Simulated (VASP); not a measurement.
# BH8C2N (P-1) in VASP: single point with PBE+D3(BJ)

Aim: the single point of BH8C2N with PBE+D3(BJ).

Everything below comes from runs of VASP 6.6.1. Logs are shortened: lines on timing, memory, paths and dates and some standing lists are left out, and cuts for length are marked.

## Step 1: The cell of the first run

The typed cell holds 24 atoms: a = 5.787 Å, b = 5.963 Å, c = 6.135 Å, α = 81.18°, β = 81.97°, γ = 65.99°.

## Step 2: Single point, PBE+D3(BJ)

Contents of INCAR:

```
ALGO = Normal ; EDIFF = 1E-6
ENCUT = 520 ; GGA = PE
ISIF = 2 ; ISMEAR = 0
IVDW = 12 ; LASPH = T
LCHARG = T ; LELF = T
LREAL = Auto ; LVHAR = T
LWAVE = F ; NBANDS = 42
NELM = 100 ; PREC = Accurate
SIGMA = 0.01
```

Contents of KPOINTS:

```
k-points
0
Gamma
  4 4 4
```

Contents of POSCAR:

```
BH8C2N
1.0
    5.7870133317     -0.0064092441     -0.0254850282
    2.4323031355      5.4443017192     -0.0453973886
    0.8838988781      0.6854431260      6.0321391975
B H C N
2 16 4 2
Direct
    0.4878047018      0.8691961815      0.8992772075
    0.5121952982      0.1308038185      0.1007227925
    0.6682402819      0.1431821802      0.5217335098
    0.3317597181      0.8568178198      0.4782664902
    0.8696126838      0.0298058461      0.7443066353
    0.1303873162      0.9701941539      0.2556933647
    0.6885993518      0.3531836957      0.6904027636
    0.3114006482      0.6468163043      0.3095972364
    0.2289913620      0.5179105195      0.7723879288
    0.7710086380      0.4820894805      0.2276120712
    0.0772033171      0.3122810450      0.8814576330
    0.9227966829      0.6877189550      0.1185423670
    0.2120109416      0.3080905930      0.6012751389
    0.7879890584      0.6919094070      0.3987248611
    0.2883292202      0.8592765233      0.8731799031
    0.7116707798      0.1407234767      0.1268200969
    0.6717615787      0.7217271155      0.8041789267
    0.3282384213      0.2782728845      0.1958210733
    0.6889528997      0.1688816147      0.6904117628
    0.3110471003      0.8311183853      0.3095882372
    0.2340873142      0.3321113744      0.7702053789
    0.7659126858      0.6678886256      0.2297946211
    0.4776599179      0.1444857304      0.8435935718
    0.5223400821      0.8555142696      0.1564064282
```

Potentials or basis: VASP PAW PBE potentials, release 64 (B, H, C, N).

Launch:

```bash
> cat potpaw_PBE.64/B/POTCAR potpaw_PBE.64/H/POTCAR potpaw_PBE.64/C/POTCAR potpaw_PBE.64/N/POTCAR > POTCAR
> mpirun -np 1 vasp_std > vasp.out
```

OUTCAR:

```text
EDIFF = 1E-6
   ENCUT = 520
   GGA = PE
   ISIF = 2
   ISMEAR = 0
   IVDW = 12
   LASPH = T
   LREAL = Auto
   NELM = 100
   PREC = Accurate
 IVDW          = 12

 ion  position               nearest neighbor table
   1  0.488  0.869  0.899-  17 1.21  15 1.21  23 1.60  24 1.60
   2  0.512  0.131  0.101-  18 1.21  16 1.21  24 1.60  23 1.60
   3  0.668  0.143  0.522-  19 1.10
   4  0.332  0.857  0.478-  20 1.10
   5  0.870  0.030  0.744-  19 1.09
   6  0.130  0.970  0.256-  20 1.09
   7  0.689  0.353  0.690-  19 1.10
   8  0.311  0.647  0.310-  20 1.10
[... 8 lines left out ...]
  17  0.672  0.722  0.804-   1 1.21
  18  0.328  0.278  0.196-   2 1.21
  19  0.689  0.169  0.690-   5 1.09   7 1.10   3 1.10  23 1.48
  20  0.311  0.831  0.310-   6 1.09   8 1.10   4 1.10  24 1.48
  21  0.234  0.332  0.770-  11 1.09   9 1.10  13 1.10  23 1.48
  22  0.766  0.668  0.230-  12 1.09  10 1.10  14 1.10  24 1.48
  23  0.478  0.144  0.844-  21 1.48  19 1.48   1 1.60   2 1.60
  24  0.522  0.856  0.156-  22 1.48  20 1.48   2 1.60   1 1.60

  LATTYP: Found a triclinic cell.
 ALAT       =    11.9321715048
 B/A-ratio  =     0.4849974704
 C/A-ratio  =     1.0917825292
 COS(alpha) =     0.0059574649
 COS(beta)  =     0.6914219214
 COS(gamma) =     0.6948551862

  Lattice vectors:

 A1 = (   8.2578246498,  -6.1425633334,  -6.0377118653)
 A2 = (   5.7870133317,  -0.0064092441,  -0.0254850282)
 A3 = (   0.0385081826, -11.5804558085,  -5.9668294485)

Analysis of symmetry for initial positions (statically):
=====================================================================
 Subroutine PRICEL returns:
 Original cell was already a primitive cell.

 Routine SETGRP: Setting up the symmetry group for a
 triclinic supercell.

 Subroutine GETGRP returns: Found  2 space group operations
 (whereof  2 operations were pure point group operations)
 out of a pool of  2 trial point group operations.

The static configuration has the point symmetry S_2 .

Analysis of symmetry for dynamics (positions and initial velocities):
=====================================================================
 Subroutine PRICEL returns:
 Original cell was already a primitive cell.

 Routine SETGRP: Setting up the symmetry group for a
 triclinic supercell.

[... 150 lines left out ...]
   EDIFFG = 0.1E-04   stopping-criterion for IOM
   NSW    =      0    number of steps for IOM
   IBRION =     -1    ionic relax: 0-MD 1-quasi-New 2-CG
   NFREE  =      0    steps in history (QN), initial steepest desc. (CG)
   ISIF   =      2    stress and relaxation
   ISYM   =      2    0-nonsym 1-usesym 2-fastsym
   POTIM  = 0.5000    time-step for ionic-motion
   TEBEG  =    0.0;   TEEND  =   0.0 temperature during run
   PSTRESS=    0.0 pullay stress
   NELECT =      48.0000    total number of electrons
   NUPDOWN=      -1.0000    fix difference up-down
   EMIN   =  10.00;   EMAX   =-10.00  energy-range for DOS
   EFERMI =   0.00;   METHOD = LEGACY
   ISMEAR =     0;   SIGMA  =   0.01  broadening in eV -4-tet -1-fermi 0-gaus
   EFERMI_NEDOS =   21; number of points for ismear=-14 and -15
   IALGO  =     38    algorithm
   IMIX   =      4    mixing-type and parameters
     AMIX     =   0.40;   BMIX     =  1.00
     AMIX_MAG =   1.60;   BMIX_MAG =  1.00
  volume/ion in A,a.u.               =       7.93        53.54
  Fermi-wavevector in a.u.,A,eV,Ry     =   1.034180  1.954317 14.551814  1.069528
  Thomas-Fermi vector in A             =   2.168463
   LORBIT       =      0    0 simple, 1 ext, 2 COOP (PROOUT), +10 PAW based schemes
   GGA     = PE    functional components
   LHFCALC =     F    Hartree Fock is set to
   AEXX    =    0.0000 exact exchange contribution
   IVDW    =    12    specifies the selected vdW correction
   LEPSILON=     F    determine dielectric tensor
   LRPA    =     F    only Hartree local field effects (RPA)
 non-spin polarized calculation
 Gauss-broadening in eV      SIGMA  =   0.01
  energy-cutoff  :      520.00
  volume of cell :      190.40
 maximum number of plane-waves:      5146
 NGX is ok and might be reduce to    48
   NGX = 21   NGY = 23   NGZ = 23

 number of electron      48.0000004 magnetization

 Free energy of the ion-electron system (eV)
  ---------------------------------------------------
  ext. energy  EPLUGINS =         0.00000000
  ---------------------------------------------------
  free energy    TOTEN  =      -125.98805338 eV

  energy without entropy =     -125.98805338  energy(sigma->0) =     -125.98805338

 E-fermi :  -1.3986     XC(G=0):  -7.8554

 val. band max:       -1.4970810133   @ k =   0.0000   0.0000   0.0000
 cond. band min:       3.8910507803   @ k =   0.2500   0.5000   0.5000
 fundamental gap:      5.3881317936
 Fermi energy:        -1.3985598271

 k-point     1 :       0.0000    0.0000    0.0000
  band No.  band energies     occupation
      1     -19.2510      2.00000
      2     -18.2822      2.00000
      3     -13.2546      2.00000
      4     -13.0810      2.00000
      5     -12.5961      2.00000
      6     -10.7818      2.00000
[... 925 lines left out ...]
     35       8.2207      0.00000
     36       8.5356      0.00000

 [... further k-points ...]

 [bands above 36 left out]

------------------------ aborting loop because EDIFF is reached ----------------------------------------

 Edisp (eV)   -1.36525

 E8    (eV) :    -0.3197

  FORCE on cell =-STRESS in cart. coord.  units (eV):
  Direction    XX          YY          ZZ          XY          YZ          ZX
  --------------------------------------------------------------------------------------
  -------------------------------------------------------------------------------------
  Total      -0.04736    -0.10562    -0.09442    -0.04313    -0.01845    -0.01584
  in kB      -0.39855    -0.88873    -0.79449    -0.36295    -0.15529    -0.13331
  external pressure =       -0.69 kB  Pullay stress =        0.00 kB

 VOLUME and BASIS-vectors are now :
 -----------------------------------------------------------------------------
  energy-cutoff  :      520.00
  volume of cell :      190.40
      direct lattice vectors                 reciprocal lattice vectors
     5.787013332 -0.006409244 -0.025485028     0.172642392 -0.077267665 -0.016517495
     2.432303136  5.444301719 -0.045397389     0.000111305  0.183454595 -0.020862594
     0.883898878  0.685443126  6.032139198     0.000730230  0.001054218  0.165551873

 POSITION                                       TOTAL-FORCE (eV/Angst)
 -----------------------------------------------------------------------------------
      5.73195      5.34544      5.37267         0.001646      0.001645      0.000346
      3.37126      0.77789      0.58858        -0.001646     -0.001645     -0.000346
      4.67654      1.13286      3.12364        -0.004529     -0.004642     -0.021124
      4.42668      4.99047      2.83762         0.004529      0.004642      0.021124
      5.76285      0.66688      4.46625         0.016174     -0.012867      0.004355
      3.34037      5.45646      1.49501        -0.016174      0.012867     -0.004355
[... 16 lines left out ...]
      3.86131      1.36180      5.06994        -0.002834     -0.017596      0.024004
      5.24191      4.76154      0.89132         0.002834      0.017596     -0.024004
 -----------------------------------------------------------------------------------
    total drift:                               -0.000000     -0.000000      0.000000

  FREE ENERGIE OF THE ION-ELECTRON SYSTEM (eV)
  ---------------------------------------------------
  free  energy   TOTEN  =      -127.3533073017 eV

  energy  without entropy=     -127.3533073017  energy(sigma->0) =     -127.35330730
```

OSZICAR:

```text
N       E                     dE             d eps       ncg     rms          rms(c)
DAV:   1     0.163507614292E+03    0.16351E+03   -0.21035E+04  3024   0.989E+02
DAV:   2    -0.116410026189E+03   -0.27992E+03   -0.26462E+03  3942   0.214E+02
DAV:   3    -0.136102473952E+03   -0.19692E+02   -0.19560E+02  4008   0.582E+01
DAV:   4    -0.136436838589E+03   -0.33436E+00   -0.33381E+00  3968   0.865E+00
DAV:   5    -0.136443594890E+03   -0.67563E-02   -0.67538E-02  4016   0.115E+00    0.180E+01
DAV:   6    -0.127911796256E+03    0.85318E+01   -0.95345E+00  3670   0.118E+01    0.961E+00
DAV:   7    -0.126099126313E+03    0.18127E+01   -0.35053E+00  3976   0.743E+00    0.392E+00
DAV:   8    -0.125984126230E+03    0.11500E+00   -0.38537E-01  3830   0.298E+00    0.609E-01
DAV:   9    -0.125983171246E+03    0.95498E-03   -0.64533E-02  3872   0.122E+00    0.308E-01
DAV:  10    -0.125987239140E+03   -0.40679E-02   -0.70968E-03  3752   0.378E-01    0.937E-02
DAV:  11    -0.125987829575E+03   -0.59044E-03   -0.60338E-04  3936   0.126E-01    0.509E-02
DAV:  12    -0.125988017945E+03   -0.18837E-03   -0.21535E-04  3584   0.675E-02    0.148E-02
DAV:  13    -0.125988052659E+03   -0.34714E-04   -0.47176E-05  3600   0.340E-02    0.551E-03
DAV:  14    -0.125988053377E+03   -0.71876E-06   -0.10020E-06  3200   0.608E-03
   1 F= -.12735331E+03 E0= -.12735331E+03  d E =-.617704E-46
```

It took 4.8 min on 1 thread of Intel Xeon Platinum 8488C (Sapphire Rapids), shared host; peak memory 0.42 GiB.

Results:

```yaml
Free_energy: -127.3533 eV
Pressure: -0.1 GPa
Largest_force: 0.030 eV/Å
Band_gap_on_the_k_mesh: 5.39 eV (least direct gap 5.77 eV)
Dispersion_energy_per_atom: -0.057 eV
```

Forces in eV/Å, atoms in the order of the input:
```
B    0.002  0.002  0.000
B   -0.002 -0.002  0.000
H   -0.005 -0.005 -0.021
H    0.005  0.005  0.021
H    0.016 -0.013  0.004
H   -0.016  0.013 -0.004
H    0.010  0.019 -0.002
H   -0.010 -0.019  0.002
H    0.007  0.021 -0.001
H   -0.007 -0.021  0.001
H   -0.018  0.001  0.011
H    0.018 -0.001 -0.011
H   -0.008 -0.003 -0.020
H    0.008  0.003  0.020
H   -0.008 -0.001 -0.001
H    0.008  0.001  0.001
H    0.004 -0.006 -0.004
H   -0.004  0.006  0.004
C    0.012 -0.005 -0.009
C   -0.012  0.005  0.009
C   -0.018  0.007  0.005
C    0.018 -0.007 -0.005
N   -0.003 -0.018  0.024
N    0.003  0.018 -0.024
```

Levels at points of the mesh, in eV from the valence-band top:
| k point | band 22 | band 23 | band 24 | band 25 | band 26 | band 27 |
| --- | --- | --- | --- | --- | --- | --- |
| (0.00, 0.00, 0.00) | -1.46 | -1.20 | 0.00 | 5.77 | 6.70 | 6.86 |
| (0.50, 0.00, 0.00) | -1.46 | -1.38 | -0.17 | 6.56 | 6.79 | 6.83 |
| (0.00, 0.50, 0.00) | -1.35 | -1.05 | -0.47 | 6.15 | 6.43 | 6.81 |
| (0.50, 0.50, 0.00) | -1.24 | -1.02 | -0.48 | 6.32 | 6.37 | 6.94 |
| (0.00, 0.00, 0.50) | -1.31 | -1.02 | -0.42 | 6.14 | 6.31 | 6.56 |
| (0.50, 0.00, 0.50) | -1.32 | -1.09 | -0.52 | 6.16 | 6.37 | 6.94 |
| (0.00, 0.50, 0.50) | -1.18 | -1.01 | -0.88 | 5.43 | 5.59 | 6.42 |
| (0.50, 0.50, 0.50) | -1.05 | -0.96 | -0.93 | 5.41 | 5.95 | 6.48 |

A k mesh can miss the band edges.
